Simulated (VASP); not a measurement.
# CaZnBr4 (F-43m) in VASP: single point with PBE

Aim: the single point of CaZnBr4 with PBE.

Everything below comes from runs of VASP 6.6.1. Logs are shortened: lines on timing, memory, paths and dates and some standing lists are left out, and cuts for length are marked.

## Step 1: The cell of the first run

The structure is cubic, space group F-43m (No. 216). The conventional cell has a = 9.038 Å, b = 9.038 Å, c = 9.038 Å, α = 90.00°, β = 90.00°, γ = 90.00°. Ca (site symmetry -43m) has 12 Br at 3.75 Å and 4 Zn at 3.91 Å within 4.9 Å. Zn (site symmetry -43m) has 12 Br at 3.75 Å and 4 Ca at 3.91 Å within 4.9 Å. Br (site symmetry 3m) has 6 Br at 3.19 to 3.20 Å and 3 Ca at 3.75 Å and 3 Zn at 3.75 Å within 4.2 Å.

## Step 2: Single point, PBE

Input file POSCAR:

```
CaZnBr4
1.0
    0.0000000000      4.5188841062      4.5188841062
    4.5188841062      0.0000000000      4.5188841062
    4.5188841062      4.5188841062      0.0000000000
Ca Zn Br
1 1 4
Direct
    0.0000000000      0.0000000000      0.0000000000
    0.2500000000      0.2500000000      0.2500000000
    0.6253664383      0.1239006851      0.6253664383
    0.6253664383      0.6253664383      0.6253664383
    0.1239006851      0.6253664383      0.6253664383
    0.6253664383      0.6253664383      0.1239006851
```

Input file INCAR.step1:

```
ALGO     = Normal         # electronic algorithm
EDIFF    = 1E-6           # SCF threshold, eV
ENCUT    = 520            # plane-wave cutoff, eV
GGA      = PE             # functional
ISIF     = 2              # what is computed and relaxed
ISMEAR   = 0              # smearing method
LASPH    = True           # aspherical terms in the spheres
LCHARG   = True           # write CHGCAR
LREAL    = False          # projectors in reciprocal space
LWAVE    = False          # write WAVECAR
NBANDS   = 34             # bands
NELM     = 80             # most SCF steps
PREC     = Accurate       # precision mode
SIGMA    = 0.1            # smearing width, eV
```

Input file KPOINTS.step1:

```
k-points
0
Gamma
  8 8 8
```

Input file INCAR.step2:

```
ALGO     = Normal         # electronic algorithm
EDIFF    = 1E-6           # SCF threshold, eV
ENCUT    = 520            # plane-wave cutoff, eV
GGA      = PE             # functional
ICHARG   = 11             # starting density
ISIF     = 2              # what is computed and relaxed
ISMEAR   = -5             # smearing method
LASPH    = True           # aspherical terms in the spheres
LCHARG   = False          # write CHGCAR
LORBIT   = 11             # projections on sites
LREAL    = False          # projectors in reciprocal space
LWAVE    = False          # write WAVECAR
NBANDS   = 34             # bands
NEDOS    = 2001           # points of the DOS
NELM     = 80             # most SCF steps
PREC     = Accurate       # precision mode
SIGMA    = 0.1            # smearing width, eV
```

Input file KPOINTS.step2:

```
k-points
0
Gamma
  12 12 12
```

Potentials or basis: VASP PAW PBE potentials, release 64 (Ca_sv, Zn, Br).

On the command line:

```bash
> cat potpaw_PBE.64/Ca_sv/POTCAR potpaw_PBE.64/Zn/POTCAR potpaw_PBE.64/Br/POTCAR > POTCAR
> cp INCAR.step1 INCAR
> cp KPOINTS.step1 KPOINTS
> mpirun -np 1 vasp_std > vasp.out
> cp INCAR.step2 INCAR
> cp KPOINTS.step2 KPOINTS
> mpirun -np 1 vasp_std > vasp.out
```

OUTCAR:

```text
EDIFF = 1E-6
   ENCUT = 520
   GGA = PE
   ICHARG = 11
   ISIF = 2
   ISMEAR = -5
   LASPH = True
   LORBIT = 11
   LREAL = False
   NELM = 80
   PREC = Accurate

 ion  position               nearest neighbor table
   1  0.000  0.000  0.000-
   2  0.250  0.250  0.250-
   3  0.625  0.124  0.625-
   4  0.625  0.625  0.625-
   5  0.124  0.625  0.625-
   6  0.625  0.625  0.124-

  LATTYP: Found a face centered cubic cell.
 ALAT       =     9.0377682124

  Lattice vectors:

 A1 = (   0.0000000000,   4.5188841062,   4.5188841062)
 A2 = (   4.5188841062,   0.0000000000,   4.5188841062)
 A3 = (   4.5188841062,   4.5188841062,   0.0000000000)

Analysis of symmetry for initial positions (statically):
=====================================================================
 Subroutine PRICEL returns:
 Original cell was already a primitive cell.

 Routine SETGRP: Setting up the symmetry group for a
 face centered cubic supercell.

 Subroutine GETGRP returns: Found 24 space group operations
 (whereof 24 operations were pure point group operations)
 out of a pool of 48 trial point group operations.

The static configuration has the point symmetry T_d .

Analysis of symmetry for dynamics (positions and initial velocities):
=====================================================================
 Subroutine PRICEL returns:
 Original cell was already a primitive cell.

 Routine SETGRP: Setting up the symmetry group for a
 face centered cubic supercell.

 Subroutine GETGRP returns: Found 24 space group operations
 (whereof 24 operations were pure point group operations)
 out of a pool of 48 trial point group operations.

The dynamic configuration has the point symmetry T_d .

 Subroutine INISYM returns: Found 24 space group operations
 (whereof 24 operations are pure point group operations),
 and found     1 'primitive' translations

----------------------------------------------------------------------------------------

                                     Primitive cell

  volume of cell :     184.5541

  direct lattice vectors                    reciprocal lattice vectors
     0.000000000  4.518884106  4.518884106    -0.110646785  0.110646785  0.110646785
     4.518884106  0.000000000  4.518884106     0.110646785 -0.110646785  0.110646785
     4.518884106  4.518884106  0.000000000     0.110646785  0.110646785 -0.110646785

  length of vectors
     6.390667190  6.390667190  6.390667190     0.191645854  0.191645854  0.191645854

  position of ions in fractional coordinates (direct lattice)
     0.000000000  0.000000000  0.000000000
     0.250000000  0.250000000  0.250000000
     0.625366438  0.123900685  0.625366438
     0.625366438  0.625366438  0.625366438
     0.123900685  0.625366438  0.625366438
     0.625366438  0.625366438  0.123900685

  ion indices of the primitive-cell ions
   primitive index   ion index
                 1           1
                 2           2
                 3           3
                 4           4
                 5           5
                 6           6

----------------------------------------------------------------------------------------

 KPOINTS: k-points

Automatic generation of k-mesh.
 Grid dimensions read from file:
 generate k-points for:   12   12   12

 Generating k-lattice:

  Cartesian coordinates                     Fractional coordinates (reciprocal lattice)
    -0.009220565  0.009220565  0.009220565     0.083333333  0.000000000  0.000000000
     0.009220565 -0.009220565  0.009220565     0.000000000  0.083333333  0.000000000
     0.009220565  0.009220565 -0.009220565     0.000000000  0.000000000  0.083333333

  Length of vectors
     0.015970488  0.015970488  0.015970488

  Shift w.r.t. Gamma in fractional coordinates (k-lattice)
     0.000000000  0.000000000  0.000000000

 TETIRR: Found    247 inequivalent tetrahedra from    10368

 Subroutine IBZKPT returns following result:
 ===========================================

 Found     72 irreducible k-points:

 Following reciprocal coordinates:
            Coordinates               Weight
  0.000000  0.000000  0.000000      1.000000
  0.083333  0.000000  0.000000      8.000000
  0.166667  0.000000  0.000000      8.000000
  0.250000  0.000000  0.000000      8.000000
  0.333333  0.000000  0.000000      8.000000
  0.416667  0.000000  0.000000      8.000000
[... 16 lines left out ...]
  0.500000  0.166667  0.000000     24.000000
 -0.416667  0.166667  0.000000     24.000000
 [... further k-points ...]
   k-points           NKPTS =     72   k-points in BZ     NKDIM =     72   number of bands    NBANDS=     34
   number of dos      NEDOS =   2001   number of ions     NIONS =      6
   total plane-waves  NPLWV = 110592
   dimension x,y,z NGX =    48 NGY =   48 NGZ =   48
   dimension x,y,z NGXF=    96 NGYF=   96 NGZF=   96
   ions per type =               1   1   4
   NGX,Y,Z   is equivalent  to a cutoff of  12.49, 12.49, 12.49 a.u.
   NGXF,Y,Z  is equivalent  to a cutoff of  24.97, 24.97, 24.97 a.u.
 SYSTEM =  unknown system
   PREC   = accura    normal or accurate (medium, high low for compatibility)
   ISTART =      0    job   : 0-new  1-cont  2-samecut
   ICHARG =     11    charge: 1-file 2-atom 10-const
   ISPIN  =      1    spin polarized calculation?
   LNONCOLLINEAR =      F non collinear calculations
   LSORBIT =      F    spin-orbit coupling
   LASPH  =      T    aspherical Exc in radial PAW
   ENCUT  =  520.0 eV  38.22 Ry    6.18 a.u.  11.88 11.88 11.88*2*pi/ulx,y,z
   NELM   =     80;   NELMIN=  2; NELMDL=  0     # of ELM steps
   EDIFF  = 0.1E-05   stopping-criterion for ELM
   LREAL  =      F    real-space projection
   EDIFFG = 0.1E-04   stopping-criterion for IOM
   NSW    =      0    number of steps for IOM
   IBRION =     -1    ionic relax: 0-MD 1-quasi-New 2-CG
   NFREE  =      0    steps in history (QN), initial steepest desc. (CG)
   ISIF   =      2    stress and relaxation
   ISYM   =      2    0-nonsym 1-usesym 2-fastsym
   POTIM  = 0.5000    time-step for ionic-motion
   TEBEG  =    0.0;   TEEND  =   0.0 temperature during run
   PSTRESS=    0.0 pullay stress
   NELECT =      50.0000    total number of electrons
   NUPDOWN=      -1.0000    fix difference up-down
   EMIN   =  10.00;   EMAX   =-10.00  energy-range for DOS
   EFERMI =   0.00;   METHOD = LEGACY
   ISMEAR =    -5;   SIGMA  =   0.10  broadening in eV -4-tet -1-fermi 0-gaus
   EFERMI_NEDOS =   21; number of points for ismear=-14 and -15
   IALGO  =     38    algorithm
   IMIX   =      4    mixing-type and parameters
     AMIX     =   0.40;   BMIX     =  1.00
     AMIX_MAG =   1.60;   BMIX_MAG =  1.00
  volume/ion in A,a.u.               =      30.76       207.57
  Fermi-wavevector in a.u.,A,eV,Ry     =   1.059311  2.001808 15.267649  1.122141
  Thomas-Fermi vector in A             =   2.194652
   LORBIT       =     11    0 simple, 1 ext, 2 COOP (PROOUT), +10 PAW based schemes
   GGA     = PE    functional components
   LHFCALC =     F    Hartree Fock is set to
   AEXX    =    0.0000 exact exchange contribution
   IVDW    =     0    specifies the selected vdW correction
   LEPSILON=     F    determine dielectric tensor
   LRPA    =     F    only Hartree local field effects (RPA)
 non-spin polarized calculation
 Fermi weights with tetrahedron method with Bloechl corrections
  energy-cutoff  :      520.00
  volume of cell :      184.55
 maximum number of plane-waves:      4996

 number of electron      50.0000012 magnetization

 Free energy of the ion-electron system (eV)
  ---------------------------------------------------
  ext. energy  EPLUGINS =         0.00000000
  ---------------------------------------------------
  free energy    TOTEN  =       -10.74199284 eV

  energy without entropy =      -10.74199284  energy(sigma->0) =      -10.74199284

 E-fermi :   1.4045     XC(G=0):  -8.4304

 val. band max:        1.4246149050   @ k =  -0.0833   0.0833   0.0000
 cond. band min:       1.4096190707   @ k =   0.3333   0.2500   0.0000
 fundamental gap:     -0.0149958343
 Fermi energy:         1.4045154223

 k-point     1 :       0.0000    0.0000    0.0000
  band No.  band energies     occupation
      1     -41.8106      2.00000
      2     -22.7174      2.00000
      3     -22.7174      2.00000
      4     -22.7174      2.00000
      5     -13.8557      2.00000
      6     -12.4617      2.00000
[... 26 lines left out ...]
     33       4.8366      0.00000
     34       4.8366      0.00000

 k-point     2 :       0.0833    0.0000    0.0000
  band No.  band energies     occupation
      1     -41.8106      2.00000
      2     -22.7174      2.00000
      3     -22.7174      2.00000
      4     -22.7174      2.00000
      5     -13.8411      2.00000
      6     -12.4851      2.00000
[... 26 lines left out ...]
     33       4.8908      0.00000
     34       4.8944      0.00000

 k-point     3 :       0.1667    0.0000    0.0000
  band No.  band energies     occupation
      1     -41.8106      2.00000
      2     -22.7175      2.00000
      3     -22.7174      2.00000
      4     -22.7174      2.00000
      5     -13.7987      2.00000
      6     -12.5514      2.00000
[... 26 lines left out ...]
     33       5.0448      0.00000
     34       5.0451      0.00000
[... 704 lines left out ...]
 k-point    23 :       0.5000    0.1667    0.0000
  band No.  band energies     occupation
      1     -41.8106      2.00000
      2     -22.7178      2.00000
      3     -22.7175      2.00000
      4     -22.7175      2.00000
      5     -13.5131      2.00000
      6     -12.9348      2.00000
[... 26 lines left out ...]
     33       5.2228      0.00000
     34       5.8479      0.00000

 k-point    24 :      -0.4167    0.1667    0.0000
  band No.  band energies     occupation
      1     -41.8106      2.00000
      2     -22.7178      2.00000
      3     -22.7175      2.00000
      4     -22.7175      2.00000
      5     -13.5036      2.00000
      6     -12.9463      2.00000
[... 26 lines left out ...]
     33       5.1743      0.00000
     34       5.8823      0.00000

 [... further k-points ...]

------------------------ aborting loop because EDIFF is reached ----------------------------------------

  FORCE on cell =-STRESS in cart. coord.  units (eV):
  Direction    XX          YY          ZZ          XY          YZ          ZX
  --------------------------------------------------------------------------------------
  -------------------------------------------------------------------------------------
  Total       -0.0997594     -0.0997594     -0.0997594     -0.0000000     -0.0000000     -0.0000000
  in kB       -0.8660455     -0.8660455     -0.8660455     -0.0000000     -0.0000000     -0.0000000
  external PRESSURE =      -0.8660455 kB  Pullay stress =       0.0000000 kB

 VOLUME and BASIS-vectors are now :
 -----------------------------------------------------------------------------
  energy-cutoff  :      520.00
  volume of cell :      184.55
      direct lattice vectors                 reciprocal lattice vectors
     0.000000000  4.518884106  4.518884106    -0.110646785  0.110646785  0.110646785
     4.518884106  0.000000000  4.518884106     0.110646785 -0.110646785  0.110646785
     4.518884106  4.518884106  0.000000000     0.110646785  0.110646785 -0.110646785

 POSITION                                       TOTAL-FORCE (eV/Angst)
 -----------------------------------------------------------------------------------
      0.00000      0.00000      0.00000         0.000000      0.000000      0.000000
      2.25944      2.25944      2.25944         0.000000      0.000000      0.000000
      3.38585      5.65192      3.38585         0.002255     -0.002255      0.002255
      5.65192      5.65192      5.65192        -0.002255     -0.002255     -0.002255
      5.65192      3.38585      3.38585        -0.002255      0.002255      0.002255
      3.38585      3.38585      5.65192         0.002255      0.002255     -0.002255
 -----------------------------------------------------------------------------------
    total drift:                                0.000780      0.000780      0.000780

  FREE ENERGIE OF THE ION-ELECTRON SYSTEM (eV)
  ---------------------------------------------------
  free  energy   TOTEN  =       -10.7419928387 eV

  energy  without entropy=      -10.7419928387  energy(sigma->0) =      -10.74199284

 total charge

# of ion       s       p       d       tot
------------------------------------------
    1        1.999   5.816   0.108   7.923
    2        0.837   0.032   9.736  10.606
    3        1.636   3.123   0.017   4.776
    4        1.636   3.123   0.017   4.776
    5        1.636   3.123   0.017   4.776
    6        1.636   3.123   0.017   4.776
--------------------------------------------------
tot          9.379  18.341   9.914  37.633
```

Wall time 13 min (1 thread of Intel Xeon 8259CL, shared host); peak memory 0.6 GiB.

Results:

* Valence electrons inside the program's atomic spheres: Ca 7.92; Zn 10.61; Br 4.78
